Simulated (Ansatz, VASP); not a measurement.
## One calculation of Al3InSb4, two programs

```
CELL_PARAMETERS angstrom
4.47252 0.00000 0.00000
0.00000 4.47252 0.00000
0.00000 0.00000 12.64056
ATOMIC_POSITIONS crystal
Al 0.00000 0.00000 0.25753
Al 0.50000 0.50000 0.50000
Al 0.00000 0.00000 0.74247
In 0.50000 0.50000 0.00000
Sb 0.50000 0.00000 0.86220
Sb 0.00000 0.50000 0.13780
Sb 0.50000 0.00000 0.37882
Sb 0.00000 0.50000 0.62118
```

Alike in both runs: task single point; functional PBEsol; k mesh 6 × 6 × 2; occupations gaussian, width 0.02 eV; no spin polarisation.

|  | VASP | Ansatz |
| --- | --- | --- |
| version | VASP 6.6.1 | Ansatz 0.2.0 |
| potentials or method | VASP PAW PBE potentials, release 64 (Al, In_d, Sb), cutoff 520 eV | scalar-relativistic, plane waves, PAW |
| valence electrons in the cell | 42 | 82 |

|  | VASP | Ansatz | Ansatz less VASP |
| --- | --- | --- | --- |
| gap on the k mesh at the Fermi level (eV) | 0.68 | 0.67 | -0.015 |
| least direct gap on the mesh (eV) | 0.68 | 0.67 | -0.015 |
| pressure (GPa) | -1.6 | -1.8 | -0.18 |
| rms of the force components (eV/Å) | 0.031 | 0.025 | -0.0065 |

VASP's potentials were made for PBE, not for PBEsol. Atom by atom the forces differ by 0.007 eV/Å (rms over components). The functional is the same, so the differences come from potentials, cutoffs and numerics. VASP's potentials hold 42 valence electrons a cell and Ansatz's 82, so a difference there can come from the potentials and not from the codes.

Neither program's run includes spin-orbit coupling.
